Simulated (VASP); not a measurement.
# InP in VASP: further runs

The runs below take InP through single point, with r2SCAN.

All numbers are computed with VASP 6.6.1; they aren't measurements. Logs are shortened: lines on timing, memory, paths and dates and some standing lists are left out, and cuts for length are marked.

### Step 1. The cell of the first run

It takes space group F-43m (No. 216, cubic). Conventional cell: a = 6.037 Å, b = 6.037 Å, c = 6.037 Å, α = 90.00°, β = 90.00°, γ = 90.00°. In (site symmetry -43m) has 4 P at 2.61 Å within 3.4 Å. Within 3.4 Å of P (site symmetry -43m) lie 4 In at 2.61 Å.

### Step 2. Single point, r2SCAN (strain +0.030 along x and y, +0.030 along z)

File POSCAR:

```
InP
1.0
    0.0000000000      3.0184150000      3.0184150000
    3.0184150000      0.0000000000      3.0184150000
    3.0184150000      3.0184150000      0.0000000000
In P
1 1
Direct
    0.0000000000      0.0000000000      0.0000000000
    0.7500000000      0.7500000000      0.7500000000
```

File INCAR.step1:

```
SYSTEM = InP
  ALGO = Normal
  EDIFF = 1E-4
  ENCUT = 520
  GGA = PE
  ISMEAR = 0
  LASPH = .TRUE.
  LCHARG = .FALSE.
  LREAL = .FALSE.
  LWAVE = .TRUE.
  NBANDS = 16
  NELM = 100
  PREC = Accurate
  SIGMA = 0.05
```

File INCAR.step2:

```
SYSTEM = InP
  ALGO = Normal
  EDIFF = 1E-6
  ENCUT = 520
  ISIF = 2
  ISMEAR = 0
  ISTART = 1
  LASPH = .TRUE.
  LCHARG = .FALSE.
  LMIXTAU = .TRUE.
  LREAL = .FALSE.
  LWAVE = .FALSE.
  METAGGA = R2SCAN
  NBANDS = 16
  NELM = 100
  PREC = Accurate
  SIGMA = 0.05
```

File KPOINTS:

```
k-points
0
G
  8 8 8
  0 0 0
```

Potentials or basis: VASP PAW PBE potentials, release 64 (In_d, P).

The run is started by

```
> cat potpaw_PBE.64/In_d/POTCAR potpaw_PBE.64/P/POTCAR > POTCAR
> cp INCAR.step1 INCAR
> mpirun -np 1 vasp_std > vasp.out
> cp INCAR.step2 INCAR
> mpirun -np 1 vasp_std > vasp.out
```

OUTCAR:

```text
SYSTEM = InP
   EDIFF = 1E-6
   ENCUT = 520
   ISIF = 2
   ISMEAR = 0
   ISTART = 1
   LASPH = .TRUE.
   LREAL = .FALSE.
   METAGGA = R2SCAN
   NELM = 100
   PREC = Accurate

 ion  position               nearest neighbor table
   1  0.000  0.000  0.000-   2 2.61   2 2.61   2 2.61   2 2.61
   2  0.750  0.750  0.750-   1 2.61   1 2.61   1 2.61   1 2.61

  LATTYP: Found a face centered cubic cell.
 ALAT       =     6.0368300000

  Lattice vectors:

 A1 = (   0.0000000000,   3.0184150000,   3.0184150000)
 A2 = (   3.0184150000,   0.0000000000,   3.0184150000)
 A3 = (   3.0184150000,   3.0184150000,   0.0000000000)

Analysis of symmetry for initial positions (statically):
=====================================================================
 Subroutine PRICEL returns:
 Original cell was already a primitive cell.

 Routine SETGRP: Setting up the symmetry group for a
 face centered cubic supercell.

 Subroutine GETGRP returns: Found 24 space group operations
 (whereof 24 operations were pure point group operations)
 out of a pool of 48 trial point group operations.

The static configuration has the point symmetry T_d .

Analysis of symmetry for dynamics (positions and initial velocities):
=====================================================================
 Subroutine PRICEL returns:
 Original cell was already a primitive cell.

 Routine SETGRP: Setting up the symmetry group for a
 face centered cubic supercell.

 Subroutine GETGRP returns: Found 24 space group operations
 (whereof 24 operations were pure point group operations)
 out of a pool of 48 trial point group operations.

The dynamic configuration has the point symmetry T_d .

 Subroutine INISYM returns: Found 24 space group operations
 (whereof 24 operations are pure point group operations),
 and found     1 'primitive' translations

----------------------------------------------------------------------------------------

                                     Primitive cell

  volume of cell :      55.0005

  direct lattice vectors                    reciprocal lattice vectors
     0.000000000  3.018415000  3.018415000    -0.165649853  0.165649853  0.165649853
     3.018415000  0.000000000  3.018415000     0.165649853 -0.165649853  0.165649853
     3.018415000  3.018415000  0.000000000     0.165649853  0.165649853 -0.165649853

  length of vectors
     4.268683430  4.268683430  4.268683430     0.286913961  0.286913961  0.286913961

  position of ions in fractional coordinates (direct lattice)
     0.000000000  0.000000000  0.000000000
     0.750000000  0.750000000  0.750000000

  ion indices of the primitive-cell ions
   primitive index   ion index
                 1           1
                 2           2

----------------------------------------------------------------------------------------

 KPOINTS: k-points

Automatic generation of k-mesh.
 Grid dimensions read from file:
 generate k-points for:    8    8    8

 Generating k-lattice:

  Cartesian coordinates                     Fractional coordinates (reciprocal lattice)
    -0.020706232  0.020706232  0.020706232     0.125000000  0.000000000  0.000000000
     0.020706232 -0.020706232  0.020706232     0.000000000  0.125000000  0.000000000
     0.020706232  0.020706232 -0.020706232     0.000000000  0.000000000  0.125000000

  Length of vectors
     0.035864245  0.035864245  0.035864245

  Shift w.r.t. Gamma in fractional coordinates (k-lattice)
     0.000000000  0.000000000  0.000000000

 Subroutine IBZKPT returns following result:
 ===========================================

 Found     29 irreducible k-points:

 Following reciprocal coordinates:
            Coordinates               Weight
  0.000000  0.000000  0.000000      1.000000
  0.125000  0.000000  0.000000      8.000000
  0.250000  0.000000  0.000000      8.000000
  0.375000  0.000000  0.000000      8.000000
  0.500000  0.000000  0.000000      4.000000
  0.125000  0.125000  0.000000      6.000000
[... 16 lines left out ...]
  0.500000  0.250000  0.125000     48.000000
 -0.375000  0.250000  0.125000     24.000000
 [... further k-points ...]
   k-points           NKPTS =     29   k-points in BZ     NKDIM =     29   number of bands    NBANDS=     16
   number of dos      NEDOS =    301   number of ions     NIONS =      2
   total plane-waves  NPLWV =  32768
   dimension x,y,z NGX =    32 NGY =   32 NGZ =   32
   dimension x,y,z NGXF=    64 NGYF=   64 NGZF=   64
   ions per type =               1   1
   NGX,Y,Z   is equivalent  to a cutoff of  12.46, 12.46, 12.46 a.u.
   NGXF,Y,Z  is equivalent  to a cutoff of  24.93, 24.93, 24.93 a.u.
 SYSTEM =  InP
   PREC   = accura    normal or accurate (medium, high low for compatibility)
   ISTART =      1    job   : 0-new  1-cont  2-samecut
   ICHARG =      0    charge: 1-file 2-atom 10-const
   ISPIN  =      1    spin polarized calculation?
   LNONCOLLINEAR =      F non collinear calculations
   LSORBIT =      F    spin-orbit coupling
   LASPH  =      T    aspherical Exc in radial PAW
   ENCUT  =  520.0 eV  38.22 Ry    6.18 a.u.   7.94  7.94  7.94*2*pi/ulx,y,z
   NELM   =    100;   NELMIN=  2; NELMDL=  0     # of ELM steps
   EDIFF  = 0.1E-05   stopping-criterion for ELM
   LREAL  =      F    real-space projection
   EDIFFG = 0.1E-04   stopping-criterion for IOM
   NSW    =      0    number of steps for IOM
   IBRION =     -1    ionic relax: 0-MD 1-quasi-New 2-CG
   NFREE  =      0    steps in history (QN), initial steepest desc. (CG)
   ISIF   =      2    stress and relaxation
   ISYM   =      2    0-nonsym 1-usesym 2-fastsym
   POTIM  = 0.5000    time-step for ionic-motion
   TEBEG  =    0.0;   TEEND  =   0.0 temperature during run
   PSTRESS=    0.0 pullay stress
   NELECT =      18.0000    total number of electrons
   NUPDOWN=      -1.0000    fix difference up-down
   EMIN   =  10.00;   EMAX   =-10.00  energy-range for DOS
   EFERMI =   0.00;   METHOD = LEGACY
   ISMEAR =     0;   SIGMA  =   0.05  broadening in eV -4-tet -1-fermi 0-gaus
   EFERMI_NEDOS =   21; number of points for ismear=-14 and -15
   IALGO  =     38    algorithm
   IMIX   =      4    mixing-type and parameters
     AMIX     =   0.40;   BMIX     =  1.00
     AMIX_MAG =   1.60;   BMIX_MAG =  1.00
  volume/ion in A,a.u.               =      27.50       185.58
  Fermi-wavevector in a.u.,A,eV,Ry     =   1.128176  2.131943 17.317227  1.272780
  Thomas-Fermi vector in A             =   2.264865
   LORBIT       =      0    0 simple, 1 ext, 2 COOP (PROOUT), +10 PAW based schemes
   METAGGA = R2SCAN    functional components
   LHFCALC =     F    Hartree Fock is set to
   AEXX    =    0.0000 exact exchange contribution
   IVDW    =     0    specifies the selected vdW correction
   LEPSILON=     F    determine dielectric tensor
   LRPA    =     F    only Hartree local field effects (RPA)
 non-spin polarized calculation
 Gauss-broadening in eV      SIGMA  =   0.05
  energy-cutoff  :      520.00
  volume of cell :       55.00
 maximum number of plane-waves:      1494
   NGX = 15   NGY = 15   NGZ = 15

 number of electron      17.9999991 magnetization

 Free energy of the ion-electron system (eV)
  ---------------------------------------------------
  ext. energy  EPLUGINS =         0.00000000
  ---------------------------------------------------
  free energy    TOTEN  =       -32.25205650 eV

  energy without entropy =      -32.25205650  energy(sigma->0) =      -32.25205650

 E-fermi :   4.3392     XC(G=0):  -9.4721

 val. band max:        4.0849133844   @ k =   0.0000   0.0000   0.0000
 cond. band min:       4.7334656139   @ k =   0.0000   0.0000   0.0000
 fundamental gap:      0.6485522295
 Fermi energy:         4.3391669041

 k-point     1 :       0.0000    0.0000    0.0000
  band No.  band energies     occupation
      1     -10.4315      2.00000
      2     -10.4315      2.00000
      3     -10.4315      2.00000
      4     -10.2961      2.00000
      5     -10.2961      2.00000
      6      -7.3274      2.00000
[... 8 lines left out ...]
     15      13.8617      0.00000
     16      13.8617      0.00000

 k-point     2 :       0.1250    0.0000    0.0000
  band No.  band energies     occupation
      1     -10.4460      2.00000
      2     -10.4256      2.00000
      3     -10.4256      2.00000
      4     -10.2960      2.00000
      5     -10.2960      2.00000
      6      -7.1646      2.00000
[... 8 lines left out ...]
     15      13.2541      0.00000
     16      13.5413      0.00000

 k-point     3 :       0.2500    0.0000    0.0000
  band No.  band energies     occupation
      1     -10.4798      2.00000
      2     -10.4127      2.00000
      3     -10.4126      2.00000
      4     -10.2940      2.00000
      5     -10.2940      2.00000
      6      -6.7138      2.00000
[... 8 lines left out ...]
     15      13.0369      0.00000
     16      13.4966      0.00000

 k-point     4 :       0.3750    0.0000    0.0000
  band No.  band energies     occupation
      1     -10.5120      2.00000
      2     -10.4023      2.00000
      3     -10.4023      2.00000
      4     -10.2894      2.00000
      5     -10.2894      2.00000
      6      -6.1271      2.00000
[... 8 lines left out ...]
     15      13.9467      0.00000
     16      13.9467      0.00000
[... 324 lines left out ...]
 k-point    22 :       0.3750    0.2500    0.1250
  band No.  band energies     occupation
      1     -10.5116      2.00000
      2     -10.3971      2.00000
      3     -10.3921      2.00000
      4     -10.3069      2.00000
      5     -10.2844      2.00000
      6      -6.3401      2.00000
[... 8 lines left out ...]
     15      14.5830      0.00000
     16      15.8512      0.00000

 k-point    23 :       0.5000    0.2500    0.1250
  band No.  band energies     occupation
      1     -10.5315      2.00000
      2     -10.3916      2.00000
      3     -10.3804      2.00000
      4     -10.3042      2.00000
      5     -10.2842      2.00000
      6      -5.8090      2.00000
[... 8 lines left out ...]
     15      15.1210      0.00000
     16      15.8259      0.00000

 k-point    24 :      -0.3750    0.2500    0.1250
  band No.  band energies     occupation
      1     -10.5388      2.00000
      2     -10.3906      2.00000
      3     -10.3761      2.00000
      4     -10.3001      2.00000
      5     -10.2862      2.00000
      6      -5.5273      2.00000
[... 8 lines left out ...]
     15      15.1069      0.00000
     16      15.6966      0.00000

 [... further k-points ...]
[... 5 lines left out ...]
  --------------------------------------------------------------------------------------
  -------------------------------------------------------------------------------------
  Total       -1.3471145     -1.3471145     -1.3471145      0.0000000     -0.0000000     -0.0000000
  in kB      -39.2417391    -39.2417391    -39.2417391      0.0000000     -0.0000000     -0.0000000
  external PRESSURE =     -39.2417391 kB  Pullay stress =       0.0000000 kB

 VOLUME and BASIS-vectors are now :
 -----------------------------------------------------------------------------
  energy-cutoff  :      520.00
  volume of cell :       55.00
      direct lattice vectors                 reciprocal lattice vectors
     0.000000000  3.018415000  3.018415000    -0.165649853  0.165649853  0.165649853
     3.018415000  0.000000000  3.018415000     0.165649853 -0.165649853  0.165649853
     3.018415000  3.018415000  0.000000000     0.165649853  0.165649853 -0.165649853

 POSITION                                       TOTAL-FORCE (eV/Angst)
 -----------------------------------------------------------------------------------
      0.00000      0.00000      0.00000        -0.000000     -0.000000     -0.000000
      4.52762      4.52762      4.52762         0.000000      0.000000      0.000000
 -----------------------------------------------------------------------------------
    total drift:                                0.000003      0.000003      0.000003

  FREE ENERGIE OF THE ION-ELECTRON SYSTEM (eV)
  ---------------------------------------------------
  free  energy   TOTEN  =       -32.2520564989 eV

  energy  without entropy=      -32.2520564989  energy(sigma->0) =      -32.25205650
```

Run time: 83 s. Hardware: 1 thread of Intel Xeon 8259CL, shared host; peak memory 0.19 GiB.

What came out:

```
Free energy            : -32.2521 eV
Pressure               : -3.9 GPa
Band gap on the k mesh : 0.65 eV
```

Caveat: the cell differs from its parent crystal (strain +0.030 along x and y, +0.030 along z); the cell stands under tension; the PAW data sets were made with another functional, which shifts forces and pressure a little; spin-orbit coupling is left out, which moves the levels of the heavy elements.

[end of part 1 of 2]
